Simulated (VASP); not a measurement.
# Nb (Pm-3m) in VASP: further runs

The runs below take Nb through single point, with RPBE.

Everything below comes from runs of VASP 6.6.1. Logs are shortened: lines on timing, memory, paths and dates and some standing lists are left out, and cuts for length are marked.

### Step 1. The cell of the first run

The structure is cubic, space group Pm-3m (No. 221). Conventional cell: a = 2.623 Å, b = 2.623 Å, c = 2.623 Å, α = 90.00°, β = 90.00°, γ = 90.00°. Nb (site symmetry m-3m) has 6 Nb at 2.62 Å within 3.5 Å.

### Step 2. Single point, RPBE (volume scaled by 0.88)

Contents of INCAR:

```
ALGO = Normal
EDIFF = 1E-7
ENCUT = 520
GGA = RP
ISIF = 2
ISMEAR = -1
LASPH = T
LCHARG = F
LREAL = F
LWAVE = F
NBANDS = 12
NELM = 60
PREC = Accurate
SIGMA = 0.1
```

Contents of KPOINTS:

```
k-points
0
Gamma
  13 13 13
```

Contents of POSCAR:

```
Nb
1.0
    2.6233326676      0.0000000000      0.0000000000
    0.0000000000      2.6233326676      0.0000000000
    0.0000000000      0.0000000000      2.6233326676
Nb
1
Direct
    0.0000000000      0.0000000000      0.0000000000
```

Potentials or basis: VASP PAW PBE potentials, release 64 (Nb_sv).

Launch:

```bash
$ cat potpaw_PBE.64/Nb_sv/POTCAR > POTCAR
$ mpirun -np 1 vasp_std > vasp.out
```

OUTCAR:

```text
EDIFF = 1E-7
   ENCUT = 520
   GGA = RP
   ISIF = 2
   ISMEAR = -1
   LASPH = T
   LREAL = F
   NELM = 60
   PREC = Accurate

 ion  position               nearest neighbor table
   1  0.000  0.000  0.000-

  LATTYP: Found a simple cubic cell.
 ALAT       =     2.6233326676

  Lattice vectors:

 A1 = (   2.6233326676,   0.0000000000,   0.0000000000)
 A2 = (   0.0000000000,   2.6233326676,   0.0000000000)
 A3 = (   0.0000000000,   0.0000000000,   2.6233326676)

Analysis of symmetry for initial positions (statically):
=====================================================================
 Subroutine PRICEL returns:
 Original cell was already a primitive cell.

 Routine SETGRP: Setting up the symmetry group for a
 simple cubic supercell.

 Subroutine GETGRP returns: Found 48 space group operations
 (whereof 48 operations were pure point group operations)
 out of a pool of 48 trial point group operations.

The static configuration has the point symmetry O_h .

Analysis of symmetry for dynamics (positions and initial velocities):
=====================================================================
 Subroutine PRICEL returns:
 Original cell was already a primitive cell.

 Routine SETGRP: Setting up the symmetry group for a
 simple cubic supercell.

 Subroutine GETGRP returns: Found 48 space group operations
 (whereof 48 operations were pure point group operations)
 out of a pool of 48 trial point group operations.

The dynamic configuration has the point symmetry O_h .

 Subroutine INISYM returns: Found 48 space group operations
 (whereof 48 operations are pure point group operations),
 and found     1 'primitive' translations

----------------------------------------------------------------------------------------

                                     Primitive cell

  volume of cell :      18.0534

  direct lattice vectors                    reciprocal lattice vectors
     2.623332668  0.000000000  0.000000000     0.381194506  0.000000000  0.000000000
     0.000000000  2.623332668  0.000000000     0.000000000  0.381194506  0.000000000
     0.000000000  0.000000000  2.623332668     0.000000000  0.000000000  0.381194506

  length of vectors
     2.623332668  2.623332668  2.623332668     0.381194506  0.381194506  0.381194506

  position of ions in fractional coordinates (direct lattice)
     0.000000000  0.000000000  0.000000000

[... 81 lines left out ...]
   ISIF   =      2    stress and relaxation
   ISYM   =      2    0-nonsym 1-usesym 2-fastsym
   POTIM  = 0.5000    time-step for ionic-motion
   TEBEG  =    0.0;   TEEND  =   0.0 temperature during run
   PSTRESS=    0.0 pullay stress
   NELECT =      13.0000    total number of electrons
   NUPDOWN=      -1.0000    fix difference up-down
   EMIN   =  10.00;   EMAX   =-10.00  energy-range for DOS
   EFERMI =   0.00;   METHOD = LEGACY
   ISMEAR =    -1;   SIGMA  =   0.10  broadening in eV -4-tet -1-fermi 0-gaus
   EFERMI_NEDOS =   21; number of points for ismear=-14 and -15
   IALGO  =     38    algorithm
   IMIX   =      4    mixing-type and parameters
     AMIX     =   0.40;   BMIX     =  1.00
     AMIX_MAG =   1.60;   BMIX_MAG =  1.00
  volume/ion in A,a.u.               =      18.05       121.83
  Fermi-wavevector in a.u.,A,eV,Ry     =   1.467357  2.772903 29.295218  2.153138
  Thomas-Fermi vector in A             =   2.582985
   LORBIT       =      0    0 simple, 1 ext, 2 COOP (PROOUT), +10 PAW based schemes
   GGA     = RP    functional components
   LHFCALC =     F    Hartree Fock is set to
   AEXX    =    0.0000 exact exchange contribution
   IVDW    =     0    specifies the selected vdW correction
   LEPSILON=     F    determine dielectric tensor
   LRPA    =     F    only Hartree local field effects (RPA)
 non-spin polarized calculation
  energy-cutoff  :      520.00
  volume of cell :       18.05
 maximum number of plane-waves:       496
 NGX is ok and might be reduce to    20
   NGX =  9   NGY =  9   NGZ =  9

 number of electron      13.0000003 magnetization

 Free energy of the ion-electron system (eV)
  ---------------------------------------------------
  ext. energy  EPLUGINS =         0.00000000
  ---------------------------------------------------
  free energy    TOTEN  =        -8.61698656 eV

  energy without entropy =       -8.58891604  energy(sigma->0) =       -8.60295130

 E-fermi :  11.3716     XC(G=0): -12.3063

 val. band max:       11.3262687638   @ k =   0.3846   0.3077   0.2308
 cond. band min:      11.4049703947   @ k =   0.3846   0.0769   0.0000
 fundamental gap:      0.0787016310
 Fermi energy:        11.3716440740

 k-point     1 :       0.0000    0.0000    0.0000
  band No.  band energies     occupation
      1     -43.3395      2.00000
      2     -18.3657      2.00000
      3     -18.3657      2.00000
      4     -18.3657      2.00000
      5       5.5276      2.00000
      6       8.1116      2.00000
      7       8.1116      2.00000
      8      17.1076      0.00000
      9      17.1076      0.00000
     10      17.1076      0.00000
     11      26.9357      0.00000
     12      26.9357      0.00000
[... 331 lines left out ...]
 k-point    24 :       0.3846    0.3077    0.0000
  band No.  band energies     occupation
      1     -42.9219      2.00000
      2     -19.8915      2.00000
      3     -19.4883      2.00000
      4     -18.0864      2.00000
      5       7.9713      2.00000
      6       9.6076      2.00000
      7      13.6947      0.00000
      8      14.1817      0.00000
      9      14.9445      0.00000
     10      15.4921      0.00000
     11      21.8856      0.00000
     12      26.3534      0.00000

 [... further k-points ...]

------------------------ aborting loop because EDIFF is reached ----------------------------------------

  FORCE on cell =-STRESS in cart. coord.  units (eV):
  Direction    XX          YY          ZZ          XY          YZ          ZX
  --------------------------------------------------------------------------------------
  -------------------------------------------------------------------------------------
  Total        2.2284971      2.2284971      2.2284971      0.0000000      0.0000000      0.0000000
  in kB      197.7709740    197.7709740    197.7709740      0.0000000      0.0000000      0.0000000
  external PRESSURE =     197.7709740 kB  Pullay stress =       0.0000000 kB

 VOLUME and BASIS-vectors are now :
 -----------------------------------------------------------------------------
  energy-cutoff  :      520.00
  volume of cell :       18.05
      direct lattice vectors                 reciprocal lattice vectors
     2.623332668  0.000000000  0.000000000     0.381194506  0.000000000  0.000000000
     0.000000000  2.623332668  0.000000000     0.000000000  0.381194506  0.000000000
     0.000000000  0.000000000  2.623332668     0.000000000  0.000000000  0.381194506

 POSITION                                       TOTAL-FORCE (eV/Angst)
 -----------------------------------------------------------------------------------
      0.00000      0.00000      0.00000         0.000000      0.000000      0.000000
 -----------------------------------------------------------------------------------
    total drift:                               -0.000000      0.000000      0.000000

  FREE ENERGIE OF THE ION-ELECTRON SYSTEM (eV)
  ---------------------------------------------------
  free  energy   TOTEN  =        -8.6169865582 eV

  energy  without entropy=       -8.5889160382  energy(sigma->0) =       -8.60295130
```

stdout:

```text
POSCAR found type information on POSCAR Nb
 POSCAR found :  1 types and       1 ions
 scaLAPACK will be used
 -----------------------------------------------------------------------------
|                                                                             |
|                                                                             |
|     You enforced a specific xc type in the INCAR file but a different       |
|     I HOPE YOU KNOW WHAT YOU ARE DOING!                                     |
|                                                                             |
 -----------------------------------------------------------------------------

 LDA part: xc-table for (Slater+PW92), standard interpolation
 POSCAR, INCAR and KPOINTS ok, starting setup
 FFT: planning ... GRIDC
 FFT: planning ... GRID_SOFT
 FFT: planning ... GRID
 WAVECAR not read
 entering main loop
```

Wall time 20 s (1 thread of Intel Xeon 8259CL, shared host); peak memory 0.14 GiB.

What came out:

| Quantity | Value |
| --- | --- |
| Free energy | -8.6170 eV |
| Pressure | 19.8 GPa |

Levels at points of the mesh, in eV from the Fermi level:
```csv
k point,band 4,band 5,band 6,band 7,band 8,band 9,band 10,band 11
"(0.00, 0.00, 0.00)",-29.74,-5.84,-3.26,-3.26,5.74,5.74,5.74,15.56
```

Caveat: the PAW data sets were made with another functional, which shifts forces and pressure a little.

### Step 3. Single point, RPBE (volume scaled by 0.92)

Contents of INCAR:

```
SYSTEM = Nb
PREC = Accurate
ENCUT = 520
EDIFF = 1E-6
ISMEAR = -1
SIGMA = 0.1
LREAL = .False.
LASPH = .True.
NELM = 100
ALGO = Normal
ISIF = 2
LWAVE = .False.
LCHARG = .False.
GGA = RP
NBANDS = 12
```

Contents of KPOINTS:

```
regular mesh
0
Gamma
  13 13 13
  0 0 0
```

Contents of POSCAR:

```
Nb
1.0
    2.6624926599      0.0000000000      0.0000000000
    0.0000000000      2.6624926599      0.0000000000
    0.0000000000      0.0000000000      2.6624926599
Nb
1
Direct
    0.0000000000      0.0000000000      0.0000000000
```

Potentials or basis: VASP PAW PBE potentials, release 64 (Nb_sv).

Launch:

```bash
$ cat potpaw_PBE.64/Nb_sv/POTCAR > POTCAR
$ mpirun -np 1 vasp_std > vasp.out
```

OUTCAR:

```text
SYSTEM = Nb
   PREC = Accurate
   ENCUT = 520
   EDIFF = 1E-6
   ISMEAR = -1
   LREAL = .False.
   LASPH = .True.
   NELM = 100
   ISIF = 2
   GGA = RP

 ion  position               nearest neighbor table
   1  0.000  0.000  0.000-

  LATTYP: Found a simple cubic cell.
 ALAT       =     2.6624926599

  Lattice vectors:

 A1 = (   2.6624926599,   0.0000000000,   0.0000000000)
 A2 = (   0.0000000000,   2.6624926599,   0.0000000000)
 A3 = (   0.0000000000,   0.0000000000,   2.6624926599)

Analysis of symmetry for initial positions (statically):
=====================================================================
 Subroutine PRICEL returns:
 Original cell was already a primitive cell.

 Routine SETGRP: Setting up the symmetry group for a
 simple cubic supercell.

 Subroutine GETGRP returns: Found 48 space group operations
 (whereof 48 operations were pure point group operations)
 out of a pool of 48 trial point group operations.

The static configuration has the point symmetry O_h .

Analysis of symmetry for dynamics (positions and initial velocities):
=====================================================================
 Subroutine PRICEL returns:
 Original cell was already a primitive cell.

 Routine SETGRP: Setting up the symmetry group for a
 simple cubic supercell.

 Subroutine GETGRP returns: Found 48 space group operations
 (whereof 48 operations were pure point group operations)
 out of a pool of 48 trial point group operations.

The dynamic configuration has the point symmetry O_h .

 Subroutine INISYM returns: Found 48 space group operations
 (whereof 48 operations are pure point group operations),
 and found     1 'primitive' translations

----------------------------------------------------------------------------------------

                                     Primitive cell

  volume of cell :      18.8741
[... 111 lines left out ...]
   LORBIT       =      0    0 simple, 1 ext, 2 COOP (PROOUT), +10 PAW based schemes
   GGA     = RP    functional components
   LHFCALC =     F    Hartree Fock is set to
   AEXX    =    0.0000 exact exchange contribution
   IVDW    =     0    specifies the selected vdW correction
   LEPSILON=     F    determine dielectric tensor
   LRPA    =     F    only Hartree local field effects (RPA)
 non-spin polarized calculation
  energy-cutoff  :      520.00
  volume of cell :       18.87
 maximum number of plane-waves:       519
 NGX is ok and might be reduce to    20
   NGX =  9   NGY =  9   NGZ =  9

 number of electron      13.0000001 magnetization

 Free energy of the ion-electron system (eV)
  ---------------------------------------------------
  ext. energy  EPLUGINS =         0.00000000
  ---------------------------------------------------
  free energy    TOTEN  =        -8.69713525 eV

  energy without entropy =       -8.66800020  energy(sigma->0) =       -8.68256772

 E-fermi :  10.7516     XC(G=0): -12.0765

 val. band max:       10.7413211071   @ k =   0.3846   0.3077   0.2308
 cond. band min:      10.7533130426   @ k =   0.3846   0.0769   0.0000
 fundamental gap:      0.0119919355
 Fermi energy:        10.7515558364

 k-point     1 :       0.0000    0.0000    0.0000
  band No.  band energies     occupation
      1     -43.9562      2.00000
      2     -19.1025      2.00000
      3     -19.1025      2.00000
      4     -19.1025      2.00000
      5       4.9975      2.00000
      6       7.6850      2.00000
      7       7.6850      2.00000
      8      16.1989      0.00000
      9      16.1989      0.00000
     10      16.1990      0.00000
     11      25.9121      0.00000
     12      25.9121      0.00000
[... 331 lines left out ...]
 k-point    24 :       0.3846    0.3077    0.0000
  band No.  band energies     occupation
      1     -43.5996      2.00000
      2     -20.4531      2.00000
      3     -20.0959      2.00000
      4     -18.8582      2.00000
      5       7.5543      2.00000
      6       9.0492      2.00000
      7      12.9000      0.00000
      8      13.4613      0.00000
      9      14.1769      0.00000
     10      14.6269      0.00000
     11      20.8864      0.00000
     12      25.2520      0.00000

 [... further k-points ...]

------------------------ aborting loop because EDIFF is reached ----------------------------------------

  FORCE on cell =-STRESS in cart. coord.  units (eV):
  Direction    XX          YY          ZZ          XY          YZ          ZX
  --------------------------------------------------------------------------------------
  -------------------------------------------------------------------------------------
  Total        1.3673092      1.3673092      1.3673092      0.0000000     -0.0000000      0.0000000
  in kB      116.0678824    116.0678824    116.0678824      0.0000000     -0.0000000      0.0000000
  external PRESSURE =     116.0678824 kB  Pullay stress =       0.0000000 kB

 VOLUME and BASIS-vectors are now :
 -----------------------------------------------------------------------------
  energy-cutoff  :      520.00
  volume of cell :       18.87
      direct lattice vectors                 reciprocal lattice vectors
     2.662492660  0.000000000  0.000000000     0.375587890  0.000000000  0.000000000
     0.000000000  2.662492660  0.000000000     0.000000000  0.375587890  0.000000000
     0.000000000  0.000000000  2.662492660     0.000000000  0.000000000  0.375587890

 POSITION                                       TOTAL-FORCE (eV/Angst)
 -----------------------------------------------------------------------------------
      0.00000      0.00000      0.00000         0.000000      0.000000      0.000000
 -----------------------------------------------------------------------------------
    total drift:                               -0.000000      0.000000      0.000000

  FREE ENERGIE OF THE ION-ELECTRON SYSTEM (eV)
  ---------------------------------------------------
  free  energy   TOTEN  =        -8.6971352494 eV

  energy  without entropy=       -8.6680001954  energy(sigma->0) =       -8.68256772
```

OSZICAR:

```text
N       E                     dE             d eps       ncg     rms          rms(c)
DAV:   1     0.119907602119E+03    0.11991E+03   -0.72920E+03  2032   0.107E+03
DAV:   2    -0.375521735436E+01   -0.12366E+03   -0.11867E+03  2184   0.382E+02
DAV:   3    -0.860043971286E+01   -0.48452E+01   -0.45628E+01  2940   0.668E+01
DAV:   4    -0.890677645713E+01   -0.30634E+00   -0.30413E+00  2844   0.148E+01
DAV:   5    -0.891700983080E+01   -0.10233E-01   -0.10229E-01  2972   0.229E+00    0.690E+00
DAV:   6    -0.869545450315E+01    0.22156E+00   -0.41307E-01  3232   0.805E+00    0.267E+00
DAV:   7    -0.868859025521E+01    0.68642E-02   -0.11667E-01  3380   0.431E+00    0.905E-01
DAV:   8    -0.869706331266E+01   -0.84731E-02   -0.14255E-02  2296   0.154E+00    0.537E-02
DAV:   9    -0.869713400309E+01   -0.70690E-04   -0.12868E-03  3204   0.267E-01    0.698E-02
DAV:  10    -0.869714547762E+01   -0.11475E-04   -0.29893E-05  2576   0.585E-02    0.524E-02
DAV:  11    -0.869713580327E+01    0.96743E-05   -0.40070E-05  2700   0.107E-01    0.146E-02
DAV:  12    -0.869713524943E+01    0.55384E-06   -0.70109E-07  1832   0.821E-03
   1 F= -.86971352E+01 E0= -.86825677E+01  d E =-.291351E-01
```

stdout:

```text
POSCAR found type information on POSCAR Nb
 POSCAR found :  1 types and       1 ions
 scaLAPACK will be used
 -----------------------------------------------------------------------------
|                                                                             |
|                                                                             |
|     You enforced a specific xc type in the INCAR file but a different       |
|     I HOPE YOU KNOW WHAT YOU ARE DOING!                                     |
|                                                                             |
 -----------------------------------------------------------------------------

 LDA part: xc-table for (Slater+PW92), standard interpolation
 POSCAR, INCAR and KPOINTS ok, starting setup
 FFT: planning ... GRIDC
 FFT: planning ... GRID_SOFT
 FFT: planning ... GRID
 WAVECAR not read
 entering main loop
```

Run time: 19 s. Hardware: 1 thread of Intel Xeon 8259CL, shared host; peak memory 0.13 GiB.

Results:

```yaml
Free_energy: -8.6971 eV
Pressure: 11.6 GPa
```

Levels at points of the mesh, in eV from the Fermi level:
```tsv
k point	band 4	band 5	band 6	band 7	band 8	band 9	band 10	band 11
(0.00, 0.00, 0.00)	-29.85	-5.75	-3.07	-3.07	5.45	5.45	5.45	15.16
```

Caveat: the PAW data sets were made with another functional, which shifts forces and pressure a little.
